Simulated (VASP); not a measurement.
# B (Fm-3m) in VASP: further runs

The runs below take B through single point, relaxation of cell and atoms, with LDA.

All numbers are computed with VASP 6.6.1; they aren't measurements. Logs are shortened: lines on timing, memory, paths and dates and some standing lists are left out, and cuts for length are marked.

## (1) The cell of the first run

The structure is cubic, space group Fm-3m (No. 225). Conventional cell: a = 2.944 Å, b = 2.944 Å, c = 2.944 Å, α = 90.00°, β = 90.00°, γ = 90.00°. B (site symmetry m-3m) has 12 B at 2.08 Å within 2.8 Å.

## (2) Single point, LDA (volume scaled by 1.12)

INCAR reads:

```
SYSTEM = B
ALGO     = Normal         ! electronic algorithm
EDIFF    = 1E-7           ! SCF threshold, eV
ENCUT    = 520            ! plane-wave cutoff, eV
ISIF     = 2              ! what is computed and relaxed
ISMEAR   = -1             ! smearing method
LASPH    = .TRUE.         ! aspherical terms in the spheres
LCHARG   = .FALSE.        ! write CHGCAR
LREAL    = .FALSE.        ! projectors in reciprocal space
LWAVE    = .FALSE.        ! write WAVECAR
NBANDS   = 8              ! bands
NELM     = 80             ! most SCF steps
PREC     = Accurate       ! precision mode
SIGMA    = 0.1            ! smearing width, eV
```

KPOINTS reads:

```
k-points
0
G
  21 21 21
  0 0 0
```

POSCAR reads:

```
B
1.0
    0.0000000000      1.4720850775      1.4720850775
    1.4720850775      0.0000000000      1.4720850775
    1.4720850775      1.4720850775      0.0000000000
B
1
Direct
    0.0000000000      0.0000000000      0.0000000000
```

Potentials or basis: VASP PAW LDA potentials, release 64 (B).

The run is started by

```console
$ cat potpaw_LDA.64/B/POTCAR > POTCAR
$ mpirun -np 1 vasp_std > vasp.out
```

OUTCAR:

```text
SYSTEM = B
   EDIFF = 1E-7
   ENCUT = 520
   ISIF = 2
   ISMEAR = -1
   LASPH = .TRUE.
   LREAL = .FALSE.
   NELM = 80
   PREC = Accurate

 ion  position               nearest neighbor table
   1  0.000  0.000  0.000-

  LATTYP: Found a face centered cubic cell.
 ALAT       =     2.9441701550

  Lattice vectors:

 A1 = (   0.0000000000,   1.4720850775,   1.4720850775)
 A2 = (   1.4720850775,   0.0000000000,   1.4720850775)
 A3 = (   1.4720850775,   1.4720850775,   0.0000000000)

Analysis of symmetry for initial positions (statically):
=====================================================================
 Subroutine PRICEL returns:
 Original cell was already a primitive cell.

 Routine SETGRP: Setting up the symmetry group for a
 face centered cubic supercell.

 Subroutine GETGRP returns: Found 48 space group operations
 (whereof 48 operations were pure point group operations)
 out of a pool of 48 trial point group operations.

The static configuration has the point symmetry O_h .

Analysis of symmetry for dynamics (positions and initial velocities):
=====================================================================
 Subroutine PRICEL returns:
 Original cell was already a primitive cell.

 Routine SETGRP: Setting up the symmetry group for a
 face centered cubic supercell.

 Subroutine GETGRP returns: Found 48 space group operations
 (whereof 48 operations were pure point group operations)
 out of a pool of 48 trial point group operations.

The dynamic configuration has the point symmetry O_h .

 Subroutine INISYM returns: Found 48 space group operations
 (whereof 48 operations are pure point group operations),
 and found     1 'primitive' translations

----------------------------------------------------------------------------------------

                                     Primitive cell

  volume of cell :       6.3801

  direct lattice vectors                    reciprocal lattice vectors
     0.000000000  1.472085078  1.472085078    -0.339654282  0.339654282  0.339654282
     1.472085078  0.000000000  1.472085078     0.339654282 -0.339654282  0.339654282
     1.472085078  1.472085078  0.000000000     0.339654282  0.339654282 -0.339654282

  length of vectors
     2.081842682  2.081842682  2.081842682     0.588298473  0.588298473  0.588298473

  position of ions in fractional coordinates (direct lattice)
     0.000000000  0.000000000  0.000000000

  ion indices of the primitive-cell ions
[... 69 lines left out ...]
   LNONCOLLINEAR =      F non collinear calculations
   LSORBIT =      F    spin-orbit coupling
   LASPH  =      T    aspherical Exc in radial PAW
   ENCUT  =  520.0 eV  38.22 Ry    6.18 a.u.   3.87  3.87  3.87*2*pi/ulx,y,z
   NELM   =     80;   NELMIN=  2; NELMDL= -5     # of ELM steps
   EDIFF  = 0.1E-06   stopping-criterion for ELM
   LREAL  =      F    real-space projection
   EDIFFG = 0.1E-05   stopping-criterion for IOM
   NSW    =      0    number of steps for IOM
   IBRION =     -1    ionic relax: 0-MD 1-quasi-New 2-CG
   NFREE  =      0    steps in history (QN), initial steepest desc. (CG)
   ISIF   =      2    stress and relaxation
   ISYM   =      2    0-nonsym 1-usesym 2-fastsym
   POTIM  = 0.5000    time-step for ionic-motion
   TEBEG  =    0.0;   TEEND  =   0.0 temperature during run
   PSTRESS=    0.0 pullay stress
   NELECT =       3.0000    total number of electrons
   NUPDOWN=      -1.0000    fix difference up-down
   EMIN   =  10.00;   EMAX   =-10.00  energy-range for DOS
   EFERMI =   0.00;   METHOD = LEGACY
   ISMEAR =    -1;   SIGMA  =   0.10  broadening in eV -4-tet -1-fermi 0-gaus
   EFERMI_NEDOS =   21; number of points for ismear=-14 and -15
   IALGO  =     38    algorithm
   IMIX   =      4    mixing-type and parameters
     AMIX     =   0.40;   BMIX     =  1.00
     AMIX_MAG =   1.60;   BMIX_MAG =  1.00
  volume/ion in A,a.u.               =       6.38        43.06
  Fermi-wavevector in a.u.,A,eV,Ry     =   1.273031  2.405680 22.049712  1.620608
  Thomas-Fermi vector in A             =   2.405877
   LORBIT       =      0    0 simple, 1 ext, 2 COOP (PROOUT), +10 PAW based schemes
   GGA     = CA    functional components
   LHFCALC =     F    Hartree Fock is set to
   AEXX    =    0.0000 exact exchange contribution
   IVDW    =     0    specifies the selected vdW correction
   LEPSILON=     F    determine dielectric tensor
   LRPA    =     F    only Hartree local field effects (RPA)
 non-spin polarized calculation
  energy-cutoff  :      520.00
  volume of cell :        6.38
 maximum number of plane-waves:       182
   NGX =  7   NGY =  7   NGZ =  7

 number of electron       3.0000000 magnetization

 Free energy of the ion-electron system (eV)
  ---------------------------------------------------
  ext. energy  EPLUGINS =         0.00000000
  ---------------------------------------------------
  free energy    TOTEN  =        -6.06011902 eV

  energy without entropy =       -6.05267353  energy(sigma->0) =       -6.05639627

 E-fermi :   9.7993     XC(G=0): -12.6994

 val. band max:        9.7897705039   @ k =  -0.4762   0.4762   0.0476
 cond. band min:       9.8000717225   @ k =  -0.4762   0.4286   0.0000
 fundamental gap:      0.0103012185
 Fermi energy:         9.7992978704

 k-point     1 :       0.0000    0.0000    0.0000
  band No.  band energies     occupation
      1      -8.3369      2.00000
      2      24.3246      0.00000
      3      24.3246      0.00000
      4      24.3246      0.00000
      5      40.9336      0.00000
      6      40.9336      0.00000
      7      40.9336      0.00000
      8      44.6593      0.00000
[... 243 lines left out ...]
 k-point    24 :      -0.3810    0.0476    0.0000
  band No.  band energies     occupation
      1      -1.8528      2.00000
      2       7.6172      2.00000
      3      21.1585      0.00000
      4      22.0285      0.00000
      5      37.0483      0.00000
      6      38.5604      0.00000
      7      40.9119      0.00000
      8      43.0814      0.00000

 [... further k-points ...]
[... 5 lines left out ...]
  --------------------------------------------------------------------------------------
  -------------------------------------------------------------------------------------
  Total       -1.0451137     -1.0451137     -1.0451137      0.0000000     -0.0000000     -0.0000000
  in kB     -262.4492931   -262.4492931   -262.4492931      0.0000000     -0.0000000     -0.0000000
  external PRESSURE =    -262.4492931 kB  Pullay stress =       0.0000000 kB

 VOLUME and BASIS-vectors are now :
 -----------------------------------------------------------------------------
  energy-cutoff  :      520.00
  volume of cell :        6.38
      direct lattice vectors                 reciprocal lattice vectors
     0.000000000  1.472085078  1.472085078    -0.339654282  0.339654282  0.339654282
     1.472085078  0.000000000  1.472085078     0.339654282 -0.339654282  0.339654282
     1.472085078  1.472085078  0.000000000     0.339654282  0.339654282 -0.339654282

 POSITION                                       TOTAL-FORCE (eV/Angst)
 -----------------------------------------------------------------------------------
      0.00000      0.00000      0.00000        -0.000000      0.000000      0.000000
 -----------------------------------------------------------------------------------
    total drift:                                0.000000     -0.000000     -0.000000

  FREE ENERGIE OF THE ION-ELECTRON SYSTEM (eV)
  ---------------------------------------------------
  free  energy   TOTEN  =        -6.0601190184 eV

  energy  without entropy=       -6.0526735258  energy(sigma->0) =       -6.05639627
```

OSZICAR:

```text
N       E                     dE             d eps       ncg     rms          rms(c)
DAV:   1    -0.414768611611E+01   -0.41477E+01   -0.15135E+03  5048   0.292E+02
DAV:   2    -0.606301385900E+01   -0.19153E+01   -0.18625E+01  6328   0.336E+01
DAV:   3    -0.606527962918E+01   -0.22658E-02   -0.22655E-02  5104   0.123E+00
DAV:   4    -0.606527971843E+01   -0.89255E-07   -0.90314E-07  6512   0.748E-03
DAV:   5    -0.606527971975E+01   -0.13222E-08   -0.30870E-11  5160   0.240E-05    0.116E+00
DAV:   6    -0.606189530313E+01    0.33844E-02   -0.16041E-04  5088   0.111E-01    0.693E-01
DAV:   7    -0.606012195495E+01    0.17733E-02   -0.36311E-04  4664   0.172E-01    0.334E-02
DAV:   8    -0.606011929886E+01    0.26561E-05   -0.20117E-07  6680   0.385E-03    0.933E-03
DAV:   9    -0.606011902722E+01    0.27164E-06   -0.98974E-09  3504   0.755E-04    0.249E-04
DAV:  10    -0.606011901838E+01    0.88448E-08   -0.80155E-11  2424   0.744E-05
   1 F= -.60601190E+01 E0= -.60563963E+01  d E =-.744549E-02
```

Run time: 2.7 s. Hardware: 1 thread of Intel Xeon 6975P-C (Granite Rapids), shared host; peak memory 0.11 GiB.

Results:

* Free energy: -6.0601 eV
* Pressure: -26.2 GPa

Caveat: the cell differs from its parent crystal (volume scaled by 1.12).

## (3) Relaxation of cell and atoms, LDA

This run uses another cell than the first one, of 6.55 Å³/atom, 1.027 times its volume.

INCAR reads:

```
SYSTEM = B
PREC = Accurate
ENCUT = 600
EDIFF = 1E-7
ISMEAR = -1
SIGMA = 0.1
LREAL = .FALSE.
LASPH = .TRUE.
NELM = 80
ALGO = Normal
ISIF = 3
LWAVE = .FALSE.
LCHARG = .FALSE.
IBRION = 2
NSW = 80
EDIFFG = -0.01
```

KPOINTS reads:

```
Automatic mesh
0
G
  18 18 18
  0 0 0
```

POSCAR reads:

```
B
1.0
    0.0000000000      1.4853449006      1.4853449006
    1.4853449006      0.0000000000      1.4853449006
    1.4853449006      1.4853449006      0.0000000000
B
1
Direct
    0.0000000000      0.0000000000      0.0000000000
```

Potentials or basis: VASP PAW LDA potentials, release 64 (B).

The run is started by

```console
$ cat potpaw_LDA.64/B/POTCAR > POTCAR
$ mpirun -np 1 vasp_std > vasp.out
```

OUTCAR:

```text
SYSTEM = B
   PREC = Accurate
   ENCUT = 600
   EDIFF = 1E-7
   ISMEAR = -1
   LREAL = .FALSE.
   LASPH = .TRUE.
   NELM = 80
   ISIF = 3
   IBRION = 2
   NSW = 80
   EDIFFG = -0.01

 ion  position               nearest neighbor table
   1  0.000  0.000  0.000-

  LATTYP: Found a face centered cubic cell.
 ALAT       =     2.9706898012

  Lattice vectors:

 A1 = (   0.0000000000,   1.4853449006,   1.4853449006)
 A2 = (   1.4853449006,   0.0000000000,   1.4853449006)
 A3 = (   1.4853449006,   1.4853449006,   0.0000000000)

Analysis of symmetry for initial positions (statically):
=====================================================================
 Subroutine PRICEL returns:
 Original cell was already a primitive cell.

 Routine SETGRP: Setting up the symmetry group for a
[... 167 lines left out ...]
  energy without entropy =       -6.02172139  energy(sigma->0) =       -6.02599568

 E-fermi :   9.4651     XC(G=0): -12.5895

 val. band max:        9.4078525429   @ k =  -0.4444   0.3333   0.1667
 cond. band min:       9.4703793474   @ k =  -0.3333   0.0556   0.0000
 fundamental gap:      0.0625268045
 Fermi energy:         9.4651157377

 k-point     1 :       0.0000    0.0000    0.0000
  band No.  band energies     occupation
      1      -8.3542      2.00000
      2      23.6457      0.00000
      3      23.6457      0.00000
      4      23.6457      0.00000
      5      40.1477      0.00000
[... 253 lines left out ...]
--------------------------------------- Ionic step        3  -------------------------------------------

 number of electron       3.0000000 magnetization

 Free energy of the ion-electron system (eV)
  ---------------------------------------------------
  ext. energy  EPLUGINS =         0.00000000
  ---------------------------------------------------
  free energy    TOTEN  =        -6.12200043 eV

  energy without entropy =       -6.11466958  energy(sigma->0) =       -6.11833500

 E-fermi :  11.1890     XC(G=0): -13.1648

 val. band max:       11.1656498504   @ k =  -0.3889   0.5000   0.1111
 cond. band min:      11.2280766632   @ k =  -0.3333   0.5000   0.1667
 fundamental gap:      0.0624268128
 Fermi energy:        11.1889962731

 k-point     1 :       0.0000    0.0000    0.0000
  band No.  band energies     occupation
      1      -8.2499      2.00000
      2      27.3016      0.00000
      3      27.3016      0.00000
      4      27.3016      0.00000
      5      44.3513      0.00000
[... 212 lines left out ...]
  FREE ENERGIE OF THE ION-ELECTRON SYSTEM (eV)
  ---------------------------------------------------
  free  energy   TOTEN  =        -6.1220004255 eV

  energy  without entropy=       -6.1146695796  energy(sigma->0) =       -6.11833500

 reached required accuracy - stopping structural energy minimisation
```

OSZICAR:

```text
N       E                     dE             d eps       ncg     rms          rms(c)
DAV:   1    -0.184676826795E+01   -0.18468E+01   -0.16307E+03  2005   0.518E+02
DAV:   2    -0.601593770955E+01   -0.41692E+01   -0.39626E+01  2555   0.640E+01
[... 18 lines left out ...]
DAV:   1    -0.612285759936E+01   -0.14099E-01   -0.14205E-01  1970   0.473E+00    0.213E-01
DAV:   2    -0.612230952873E+01    0.54807E-03   -0.14192E-04  2060   0.152E-01    0.126E-01
DAV:   3    -0.612200080376E+01    0.30872E-03   -0.17018E-04  2060   0.138E-01    0.643E-03
DAV:   4    -0.612200058925E+01    0.21451E-06   -0.82074E-08  2155   0.414E-03    0.423E-03
DAV:   5    -0.612200042515E+01    0.16410E-06   -0.29222E-08  1340   0.200E-03    0.993E-05
DAV:   6    -0.612200042548E+01   -0.33333E-09   -0.26145E-10   995   0.230E-04
   3 F= -.61220004E+01 E0= -.61183350E+01  d E =-.917304E-01
```

Run time: 5.1 s. Hardware: 1 thread of Intel Xeon 6975P-C (Granite Rapids), shared host; peak memory 0.11 GiB.

Results:

```
Free energy                            : -6.1220 eV
Relaxed volume                         : 5.70 Å³/atom
Relaxed cell                           : a = 2.005 Å, b = 2.005 Å, c = 2.005 Å, α = 60.00°, β = 60.00°, γ = 60.00°
Space group after relaxing (to 0.05 Å) : Fm-3m (No. 225)
Energy gained by relaxing              : 91.7 meV/atom
Ionic steps                            : 3
Pressure after relaxing                : 0.1 GPa
```

The path:
| step | energy change (eV) | largest force (eV/Å) | pressure (GPa) | volume (Å³) |
| --- | --- | --- | --- | --- |
| 1 | 0.0000 | 0.0000 | -30.91 | 6.55 |
| 2 | -0.0785 | 0.0000 | 15.88 | 5.43 |
| 3 | -0.0917 | 0.0000 | 0.09 | 5.70 |

Final structure:
```
CELL_PARAMETERS angstrom
0.00000 1.41800 1.41800
1.41800 0.00000 1.41800
1.41800 1.41800 0.00000
ATOMIC_POSITIONS crystal
B 0.00000 0.00000 0.00000
```

Levels at points of the mesh, in eV from the Fermi level:
```
           k point  band 1  band 2  band 3  band 4  band 5
(0.00, 0.00, 0.00)  -19.44   16.11   16.11   16.11   33.16
(0.50, 0.00, 0.00)  -10.31   -5.55   13.12   13.12   29.85
(0.50, 0.50, 0.00)   -7.45   -0.09    6.09    6.09   16.34
```

## (4) Single point, LDA

This run uses another cell than the first one, of 5.70 Å³/atom, 0.893 times its volume.

INCAR reads:

```
  PREC = Accurate
  ENCUT = 520
  EDIFF = 1E-6
  ISMEAR = -1
  SIGMA = 0.1
  LREAL = F
  LASPH = T
  NELM = 80
  ALGO = Normal
  ISIF = 2
  LWAVE = F
  LCHARG = T
  GGA = CA
  LELF = T
  LVHAR = T
  NBANDS = 8
```

KPOINTS reads:

```
Automatic mesh
0
Gamma
  31 31 31
```

POSCAR reads:

```
B
1.0
    0.0000000000      1.4175125177      1.4175125177
    1.4175125177      0.0000000000      1.4175125177
    1.4175125177      1.4175125177      0.0000000000
B
1
Direct
    0.0000000000      0.0000000000      0.0000000000
```

The run is started by

```console
$ cat potpaw_LDA.64/B/POTCAR > POTCAR
$ mpirun -np 1 vasp_std > vasp.out
```

Run time: 6.6 s. Hardware: 1 thread of Intel Xeon 6975P-C (Granite Rapids), shared host; peak memory 0.13 GiB.

The run converged. Its results:

```
Free energy : -6.1201 eV
Pressure    : 0.5 GPa
```

Levels at points of the mesh, in eV from the Fermi level:
```tsv
k point	band 1	band 2	band 3	band 4	band 5
(0.00, 0.00, 0.00)	-19.47	16.11	16.11	16.11	33.16
```

(Continued in part 2 of 2.)
